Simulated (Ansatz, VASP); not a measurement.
**Ge2TeO3 in VASP and in Ansatz**

```
CELL_PARAMETERS angstrom
3.28936 0.00000 0.00000
0.00000 3.28936 0.00000
0.00000 0.00000 9.42362
ATOMIC_POSITIONS crystal
Ge 0.50000 0.00000 0.62612
Ge 0.00000 0.50000 0.37388
Te 0.50000 0.50000 0.00000
O 0.50000 0.00000 0.42293
O 0.00000 0.50000 0.57707
O 0.00000 0.00000 0.00000
```

Change from the starting cell: species swapped into the Hf2Sb3Pd type (P-4m2, No. 115).

Alike in both runs: functional PBE; k mesh 12 × 12 × 4; occupations gaussian, width 0.1 eV; no spin polarisation.

Ansatz relaxed the structure, and its values are those at the end. VASP's run is a single point on that final structure, the one shown.

```csv
,VASP,Ansatz
version,VASP 6.6.1,Ansatz 0.2.0
potentials or method,"VASP PAW PBE potentials, release 64 (Ge_d, Te, O), cutoff 520 eV","scalar-relativistic, plane waves, PAW"
valence electrons in the cell,52,62
```

Ansatz gave:

* gap on the k mesh at the Fermi level (eV): none
* pressure (GPa): 0.0
* rms of the force components (eV/Å): 0.000

Which values does VASP return?

gap on the k mesh at the Fermi level (eV): none; pressure (GPa): -0.1; rms of the force components (eV/Å): 0.024.

A gap of «none» marks a metal or a gap that the smearing closes. VASP's potentials hold 52 valence electrons a cell and Ansatz's 62, so a difference there can come from the potentials and not from the codes.

Spin-orbit coupling is off throughout.
